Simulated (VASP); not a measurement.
# Ga (Cmce) in VASP: notebook, part 2 of 2

VASP 6.6.1. Earlier steps stand in the parts before.

## Step 3: Single point, r2SCAN

Contents of POSCAR:

```
Ga
1.0
    2.2318501700     -3.7932285796      0.0000000000
    2.2318501700      3.7932285796      0.0000000000
    0.0000000000      0.0000000000      4.5346411306
Ga
4
Direct
    0.8442341977      0.1557658023      0.0855794111
    0.6557658023      0.3442341977      0.5855794111
    0.1557658023      0.8442341977      0.9144205889
    0.3442341977      0.6557658023      0.4144205889
```

Contents of INCAR.step1:

```
PREC = Accurate
ENCUT = 520
ISMEAR = 0
SIGMA = 0.1
LREAL = F
LASPH = T
NELM = 60
NBANDS = 34
GGA = PE
ALGO = Normal
EDIFF = 1E-4
LWAVE = T
LCHARG = F
```

Contents of INCAR.step2:

```
PREC = Accurate
ENCUT = 520
EDIFF = 1E-6
ISMEAR = 0
SIGMA = 0.1
LREAL = F
LASPH = T
NELM = 60
ALGO = Normal
ISIF = 2
LWAVE = F
LCHARG = F
METAGGA = R2SCAN
LMIXTAU = T
NBANDS = 34
ISTART = 1
```

Contents of KPOINTS:

```
regular mesh
0
Gamma
  8 8 7
```

Potentials or basis: VASP PAW PBE potentials, release 64 (Ga_d).

Launch:

```console
> cat potpaw_PBE.64/Ga_d/POTCAR > POTCAR
> cp INCAR.step1 INCAR
> mpirun -np 1 vasp_std > vasp.out
> cp INCAR.step2 INCAR
> mpirun -np 1 vasp_std > vasp.out
```

OUTCAR:

```text
PREC = Accurate
   ENCUT = 520
   EDIFF = 1E-6
   ISMEAR = 0
   LREAL = F
   LASPH = T
   NELM = 60
   ISIF = 2
   METAGGA = R2SCAN
   ISTART = 1

 ion  position               nearest neighbor table
   1  0.844  0.156  0.086-   3 2.49   2 2.68   2 2.68   4 2.68   4 2.68   3 2.76   3 2.76
   2  0.656  0.344  0.586-   4 2.49   1 2.68   1 2.68   3 2.68   3 2.68   4 2.76   4 2.76
   3  0.156  0.844  0.914-   1 2.49   4 2.68   4 2.68   2 2.68   2 2.68   1 2.76   1 2.76
   4  0.344  0.656  0.414-   2 2.49   3 2.68   3 2.68   1 2.68   1 2.68   2 2.76   2 2.76

  LATTYP: Found a base centered orthorhombic cell.
 ALAT       =     4.4637003400
 B/A-ratio  =     1.6995892603
 C/A-ratio  =     1.0158928210

  Lattice vectors:

 A1 = (   2.2318501700,  -3.7932285796,   0.0000000000)
 A2 = (   2.2318501700,   3.7932285796,   0.0000000000)
 A3 = (   0.0000000000,   0.0000000000,   4.5346411306)

Analysis of symmetry for initial positions (statically):
=====================================================================
 Subroutine PRICEL returns:
 Original cell was already a primitive cell.

 Routine SETGRP: Setting up the symmetry group for a
 base centered orthorhombic supercell.

 Subroutine GETGRP returns: Found  8 space group operations
 (whereof  4 operations were pure point group operations)
 out of a pool of  8 trial point group operations.

The static configuration has the point symmetry C_2h.
 The point group associated with its full space group is D_2h.

Analysis of symmetry for dynamics (positions and initial velocities):
=====================================================================
 Subroutine PRICEL returns:
 Original cell was already a primitive cell.

 Routine SETGRP: Setting up the symmetry group for a
 base centered orthorhombic supercell.

 Subroutine GETGRP returns: Found  8 space group operations
 (whereof  4 operations were pure point group operations)
[... 119 lines left out ...]
   NUPDOWN=      -1.0000    fix difference up-down
   EMIN   =  10.00;   EMAX   =-10.00  energy-range for DOS
   EFERMI =   0.00;   METHOD = LEGACY
   ISMEAR =     0;   SIGMA  =   0.10  broadening in eV -4-tet -1-fermi 0-gaus
   EFERMI_NEDOS =   21; number of points for ismear=-14 and -15
   IALGO  =     38    algorithm
   IMIX   =      4    mixing-type and parameters
     AMIX     =   0.40;   BMIX     =  1.00
     AMIX_MAG =   1.60;   BMIX_MAG =  1.00
  volume/ion in A,a.u.               =      19.19       129.53
  Fermi-wavevector in a.u.,A,eV,Ry     =   1.437674  2.716809 28.121954  2.066905
  Thomas-Fermi vector in A             =   2.556725
   LORBIT       =      0    0 simple, 1 ext, 2 COOP (PROOUT), +10 PAW based schemes
   METAGGA = R2SCAN    functional components
   LHFCALC =     F    Hartree Fock is set to
   AEXX    =    0.0000 exact exchange contribution
   IVDW    =     0    specifies the selected vdW correction
   LEPSILON=     F    determine dielectric tensor
   LRPA    =     F    only Hartree local field effects (RPA)
 non-spin polarized calculation
 Gauss-broadening in eV      SIGMA  =   0.10
  energy-cutoff  :      520.00
  volume of cell :       76.78
 maximum number of plane-waves:      2094
 NGX is ok and might be reduce to    36
   NGX = 17   NGY = 17   NGZ = 17

 number of electron      52.0000022 magnetization

 Free energy of the ion-electron system (eV)
  ---------------------------------------------------
  ext. energy  EPLUGINS =         0.00000000
  ---------------------------------------------------
  free energy    TOTEN  =       -45.76390455 eV

  energy without entropy =      -45.75876192  energy(sigma->0) =      -45.76133324

 E-fermi :   5.0962     XC(G=0): -11.7664

 val. band max:        5.0800707514   @ k =   0.0000   0.0000   0.4286
 cond. band min:       5.1069567524   @ k =   0.1250   0.0000   0.2857
 fundamental gap:      0.0268860010
 Fermi energy:         5.0962075694

 k-point     1 :       0.0000    0.0000    0.0000
  band No.  band energies     occupation
      1     -10.6164      2.00000
      2     -10.6033      2.00000
      3     -10.5653      2.00000
      4     -10.5542      2.00000
      5     -10.5376      2.00000
      6     -10.5108      2.00000
[... 877 lines left out ...]
     33      11.3872      0.00000
     34      13.7723      0.00000

 [... further k-points ...]
[... 5 lines left out ...]
  --------------------------------------------------------------------------------------
  -------------------------------------------------------------------------------------
  Total        0.0216222      0.0455797      0.0550671      0.0000000     -0.0000000      0.0000000
  in kB        0.4511943      0.9511198      1.1490944      0.0000000     -0.0000000      0.0000000
  external PRESSURE =       0.8504695 kB  Pullay stress =       0.0000000 kB

 VOLUME and BASIS-vectors are now :
 -----------------------------------------------------------------------------
  energy-cutoff  :      520.00
  volume of cell :       76.78
      direct lattice vectors                 reciprocal lattice vectors
     2.231850170 -3.793228580  0.000000000     0.224029376 -0.131813833  0.000000000
     2.231850170  3.793228580  0.000000000     0.224029376  0.131813833  0.000000000
     0.000000000  0.000000000  4.534641131     0.000000000  0.000000000  0.220524617

 POSITION                                       TOTAL-FORCE (eV/Angst)
 -----------------------------------------------------------------------------------
      2.23185     -2.61152      0.38807         0.000000     -0.006676      0.009141
      2.23185     -1.18171      2.65539         0.000000      0.006676      0.009141
      2.23185      2.61152      4.14657         0.000000      0.006676     -0.009141
      2.23185      1.18171      1.87925         0.000000     -0.006676     -0.009141
 -----------------------------------------------------------------------------------
    total drift:                               -0.000000     -0.000000      0.000000

  FREE ENERGIE OF THE ION-ELECTRON SYSTEM (eV)
  ---------------------------------------------------
  free  energy   TOTEN  =       -45.7639045542 eV

  energy  without entropy=      -45.7587619188  energy(sigma->0) =      -45.76133324
```

OUTCAR.step1:

```text
PREC = Accurate
   ENCUT = 520
   ISMEAR = 0
   LREAL = F
[... 1121 lines left out ...]
      2.23185     -2.61152      0.38807         0.000000     -0.027202     -0.021161
      2.23185     -1.18171      2.65539         0.000000      0.027202     -0.021161
      2.23185      2.61152      4.14657         0.000000      0.027202      0.021161
      2.23185      1.18171      1.87925         0.000000     -0.027202      0.021161
 -----------------------------------------------------------------------------------
    total drift:                               -0.000000     -0.000000      0.000000

  FREE ENERGIE OF THE ION-ELECTRON SYSTEM (eV)
  ---------------------------------------------------
  free  energy   TOTEN  =       -11.5771628437 eV

  energy  without entropy=      -11.5723835907  energy(sigma->0) =      -11.57477322
```

Wall time 9.1 min (1 thread of Oxide Virtual Turin-like, shared host); peak memory 0.28 GiB.

Results:

| Quantity | Value |
| --- | --- |
| Free energy | -45.7639 eV |
| Pressure | 0.1 GPa |
| Largest force | 0.011 eV/Å |
| Band gap on the k mesh | zero (bands 26 and 27 overlap by 1.05 eV) |

Forces on the atoms (eV/Å):
```
Ga   0.000 -0.007  0.009
Ga   0.000  0.007  0.009
Ga   0.000  0.007 -0.009
Ga   0.000 -0.007 -0.009
```

Caveat: the PAW data sets were made with another functional, which shifts forces and pressure a little.

The gap in the log of VASP goes by the Fermi energy; the results here count the filled bands.